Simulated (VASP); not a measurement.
# Al (I4/mmm) in VASP: a series of runs

Runs on Al. Level: PBE. Tasks: single point.

Program: VASP 6.6.1. These are calculated values, not measurements. Logs are shortened: lines on timing, memory, paths and dates and some standing lists are left out, and cuts for length are marked.

**1. The cell of the first run**

Symmetry: I4/mmm, No. 139, tetragonal system. Conventional cell: a = 2.719 Å, b = 2.719 Å, c = 4.250 Å, α = 90.00°, β = 90.00°, γ = 90.00°. Al (site symmetry 4/mmm) has 12 Al at 2.72 to 2.87 Å within 3.6 Å.

**2. Single point, PBE (strain -0.050 along x and y, +0.050 along z)**

INCAR

```
PREC = Accurate
ENCUT = 520
EDIFF = 1E-7
ISMEAR = 0
SIGMA = 0.15
LREAL = F
LASPH = T
NELM = 100
ALGO = Normal
ISIF = 2
LWAVE = F
LCHARG = T
GGA = PE
LELF = T
LVHAR = T
NBANDS = 8
```

KPOINTS

```
regular mesh
0
Gamma
  20 20 20
```

POSCAR

```
Al
1.0
    0.0000000000      1.9227810000      2.1251790000
    1.9227810000      0.0000000000      2.1251790000
    1.9227810000      1.9227810000      0.0000000000
Al
1
Direct
    0.0000000000      0.0000000000      0.0000000000
```

Potentials or basis: VASP PAW PBE potentials, release 64 (Al).

Run with:

```console
cat potpaw_PBE.64/Al/POTCAR > POTCAR
mpirun -np 1 vasp_std > vasp.out
```

OUTCAR:

```text
PREC = Accurate
   ENCUT = 520
   EDIFF = 1E-7
   ISMEAR = 0
   LREAL = F
   LASPH = T
   NELM = 100
   ISIF = 2
   GGA = PE

 ion  position               nearest neighbor table
   1  0.000  0.000  0.000-

  LATTYP: Found a body centered tetragonal cell.
 ALAT       =     2.7192229677
 C/A-ratio  =     1.5630781479

  Lattice vectors:

 A1 = (  -1.9227810000,   0.0000000000,   2.1251790000)
 A2 = (   1.9227810000,   0.0000000000,   2.1251790000)
 A3 = (   0.0000000000,   1.9227810000,  -2.1251790000)

Analysis of symmetry for initial positions (statically):
=====================================================================
 Subroutine PRICEL returns:
 Original cell was already a primitive cell.

 Routine SETGRP: Setting up the symmetry group for a
 body centered tetragonal supercell.

 Subroutine GETGRP returns: Found 16 space group operations
 (whereof 16 operations were pure point group operations)
 out of a pool of 16 trial point group operations.

The static configuration has the point symmetry D_4h.

Analysis of symmetry for dynamics (positions and initial velocities):
=====================================================================
 Subroutine PRICEL returns:
 Original cell was already a primitive cell.

 Routine SETGRP: Setting up the symmetry group for a
 body centered tetragonal supercell.

 Subroutine GETGRP returns: Found 16 space group operations
 (whereof 16 operations were pure point group operations)
 out of a pool of 16 trial point group operations.

The dynamic configuration has the point symmetry D_4h.

 Subroutine INISYM returns: Found 16 space group operations
 (whereof 16 operations are pure point group operations),
 and found     1 'primitive' translations

----------------------------------------------------------------------------------------

                                     Primitive cell

  volume of cell :      15.7139

  direct lattice vectors                    reciprocal lattice vectors
     0.000000000  1.922781000  2.125179000    -0.260040015  0.260040015  0.235274299
     1.922781000  0.000000000  2.125179000     0.260040015 -0.260040015  0.235274299
     1.922781000  1.922781000  0.000000000     0.260040015  0.260040015 -0.235274299

  length of vectors
     2.865915658  2.865915658  2.719222968     0.436572577  0.436572577  0.436572577

  position of ions in fractional coordinates (direct lattice)
     0.000000000  0.000000000  0.000000000
[... 77 lines left out ...]
   LREAL  =      F    real-space projection
   EDIFFG = 0.1E-05   stopping-criterion for IOM
   NSW    =      0    number of steps for IOM
   IBRION =     -1    ionic relax: 0-MD 1-quasi-New 2-CG
   NFREE  =      0    steps in history (QN), initial steepest desc. (CG)
   ISIF   =      2    stress and relaxation
   ISYM   =      2    0-nonsym 1-usesym 2-fastsym
   POTIM  = 0.5000    time-step for ionic-motion
   TEBEG  =    0.0;   TEEND  =   0.0 temperature during run
   PSTRESS=    0.0 pullay stress
   NELECT =       3.0000    total number of electrons
   NUPDOWN=      -1.0000    fix difference up-down
   EMIN   =  10.00;   EMAX   =-10.00  energy-range for DOS
   EFERMI =   0.00;   METHOD = LEGACY
   ISMEAR =     0;   SIGMA  =   0.15  broadening in eV -4-tet -1-fermi 0-gaus
   EFERMI_NEDOS =   21; number of points for ismear=-14 and -15
   IALGO  =     38    algorithm
   IMIX   =      4    mixing-type and parameters
     AMIX     =   0.40;   BMIX     =  1.00
     AMIX_MAG =   1.60;   BMIX_MAG =  1.00
  volume/ion in A,a.u.               =      15.71       106.04
  Fermi-wavevector in a.u.,A,eV,Ry     =   0.942657  1.781363 12.090158  0.888602
  Thomas-Fermi vector in A             =   2.070288
   LORBIT       =      0    0 simple, 1 ext, 2 COOP (PROOUT), +10 PAW based schemes
   GGA     = PE    functional components
   LHFCALC =     F    Hartree Fock is set to
   AEXX    =    0.0000 exact exchange contribution
   IVDW    =     0    specifies the selected vdW correction
   LEPSILON=     F    determine dielectric tensor
   LRPA    =     F    only Hartree local field effects (RPA)
 non-spin polarized calculation
 Gauss-broadening in eV      SIGMA  =   0.15
  energy-cutoff  :      520.00
  volume of cell :       15.71
 maximum number of plane-waves:       436
 NGX is ok and might be reduce to    24
   NGX = 11   NGY = 11   NGZ = 11

 number of electron       3.0000000 magnetization

 Free energy of the ion-electron system (eV)
  ---------------------------------------------------
  ext. energy  EPLUGINS =         0.00000000
  ---------------------------------------------------
  free energy    TOTEN  =        -3.71441789 eV

  energy without entropy =       -3.70958763  energy(sigma->0) =       -3.71200276

 E-fermi :   8.4845     XC(G=0): -10.3739

 val. band max:        8.4792172949   @ k =  -0.3000   0.4500   0.2000
 cond. band min:       8.4976999405   @ k =  -0.2000   0.5000   0.3000
 fundamental gap:      0.0184826456
 Fermi energy:         8.4845104136

 k-point     1 :       0.0000    0.0000    0.0000
  band No.  band energies     occupation
      1      -2.9567      2.00000
      2      20.7564      0.00000
      3      21.9313      0.00000
      4      21.9313      0.00000
      5      23.2549      0.00000
      6      23.2549      0.00000
      7      23.4871      0.00000
      8      25.5018      0.00000
[... 243 lines left out ...]
 k-point    24 :      -0.3500    0.0500    0.0000
  band No.  band energies     occupation
      1       0.9266      2.00000
      2       7.8659      2.00000
      3      16.8285      0.00000
      4      21.4112      0.00000
      5      21.7271      0.00000
      6      22.4041      0.00000
      7      24.5533      0.00000
      8      25.9458      0.00000

 [... further k-points ...]

------------------------ aborting loop because EDIFF is reached ----------------------------------------

  FORCE on cell =-STRESS in cart. coord.  units (eV):
  Direction    XX          YY          ZZ          XY          YZ          ZX
  --------------------------------------------------------------------------------------
  -------------------------------------------------------------------------------------
  Total        0.7590731      0.7590731     -0.0345385      0.0000000      0.0000000     -0.0000000
  in kB       77.3943095     77.3943095     -3.5215134      0.0000000      0.0000000     -0.0000000
  external PRESSURE =      50.4223685 kB  Pullay stress =       0.0000000 kB

 VOLUME and BASIS-vectors are now :
 -----------------------------------------------------------------------------
  energy-cutoff  :      520.00
  volume of cell :       15.71
      direct lattice vectors                 reciprocal lattice vectors
     0.000000000  1.922781000  2.125179000    -0.260040015  0.260040015  0.235274299
     1.922781000  0.000000000  2.125179000     0.260040015 -0.260040015  0.235274299
     1.922781000  1.922781000  0.000000000     0.260040015  0.260040015 -0.235274299

 POSITION                                       TOTAL-FORCE (eV/Angst)
 -----------------------------------------------------------------------------------
      0.00000      0.00000      0.00000        -0.000000      0.000000      0.000000
 -----------------------------------------------------------------------------------
    total drift:                                0.000000      0.000000     -0.000000

  FREE ENERGIE OF THE ION-ELECTRON SYSTEM (eV)
  ---------------------------------------------------
  free  energy   TOTEN  =        -3.7144178895 eV

  energy  without entropy=       -3.7095876274  energy(sigma->0) =       -3.71200276
```

OSZICAR:

```text
N       E                     dE             d eps       ncg     rms          rms(c)
DAV:   1    -0.227918105965E+01   -0.22792E+01   -0.89039E+02 10320   0.208E+02
DAV:   2    -0.373030139542E+01   -0.14511E+01   -0.13997E+01 14448   0.191E+01
DAV:   3    -0.373712232422E+01   -0.68209E-02   -0.68179E-02 13120   0.146E+00
DAV:   4    -0.373714059643E+01   -0.18272E-04   -0.18272E-04 15896   0.664E-02
DAV:   5    -0.373714063943E+01   -0.43006E-07   -0.42665E-07 13208   0.171E-03    0.138E+00
DAV:   6    -0.372396361563E+01    0.13177E-01   -0.14479E-03 13240   0.178E-01    0.802E-01
DAV:   7    -0.371442323898E+01    0.95404E-02   -0.43397E-03 12856   0.290E-01    0.155E-01
DAV:   8    -0.371441969945E+01    0.35395E-05   -0.14187E-05 15184   0.271E-02    0.163E-02
DAV:   9    -0.371441819281E+01    0.15066E-05   -0.68866E-07 14096   0.380E-03    0.641E-04
DAV:  10    -0.371441792424E+01    0.26857E-06   -0.35225E-09 13712   0.411E-04    0.445E-04
DAV:  11    -0.371441788953E+01    0.34707E-07   -0.10771E-10  7104   0.609E-05
   1 F= -.37144179E+01 E0= -.37120028E+01  d E =-.483026E-02
```

It took 70 s on 1 thread of Intel Xeon 8259CL, shared host; peak memory 0.18 GiB.

Results:

* Free energy: -3.7144 eV
* Pressure: 5.0 GPa
* Band gap on the k mesh: zero (an odd number of electrons rules out a gap without spin polarisation)

Caveat: the cell differs from its parent crystal (strain -0.050 along x and y, +0.050 along z); the cell stands under pressure.

**3. Single point, PBE (strain +0.000 along x and y, -0.050 along z)**

INCAR

```
PREC = Accurate ; ENCUT = 520
EDIFF = 1E-6 ; ISMEAR = 0
SIGMA = 0.15 ; LREAL = F
LASPH = T ; NELM = 100
ALGO = Normal ; ISIF = 2
LWAVE = F ; LCHARG = T
GGA = PE ; LELF = T
LVHAR = T ; NBANDS = 8
```

KPOINTS

```
Automatic mesh
0
Gamma
  20 20 20
```

POSCAR

```
Al
1.0
    0.0000000000      2.0239800000      1.9227810000
    2.0239800000      0.0000000000      1.9227810000
    2.0239800000      2.0239800000      0.0000000000
Al
1
Direct
    0.0000000000      0.0000000000      0.0000000000
```

Potentials or basis: VASP PAW PBE potentials, release 64 (Al).

Run with:

```console
cat potpaw_PBE.64/Al/POTCAR > POTCAR
mpirun -np 1 vasp_std > vasp.out
```

Wall time 74 s (1 thread of Intel Xeon 8259CL, shared host); peak memory 0.18 GiB.

The run converged. Its results:

* Free energy: -3.7351 eV
* Pressure: 4.1 GPa
* Band gap on the k mesh: zero (an odd number of electrons rules out a gap without spin polarisation)

Stress tensor (GPa, compression positive):
```
3.04 0.00 0.00
0.00 3.04 0.00
0.00 0.00 6.31
```

Levels at points of the mesh, in eV from the Fermi level:
```
           k point  band 1  band 2  band 3  band 4  band 5  band 6
(0.00, 0.00, 0.00)  -11.46   12.73   12.73   13.28   14.63   14.81
(0.50, 0.00, 0.00)   -4.78   -4.43   11.09   11.28   12.17   12.33
(0.50, 0.50, 0.00)   -2.49   -0.90    4.87    5.17    5.17    8.89
(0.50, 0.00, 0.50)   -3.29   -1.97    5.50    6.00    6.34    9.84
```

Caveat: the cell differs from its parent crystal (strain +0.000 along x and y, -0.050 along z); the cell stands under pressure.
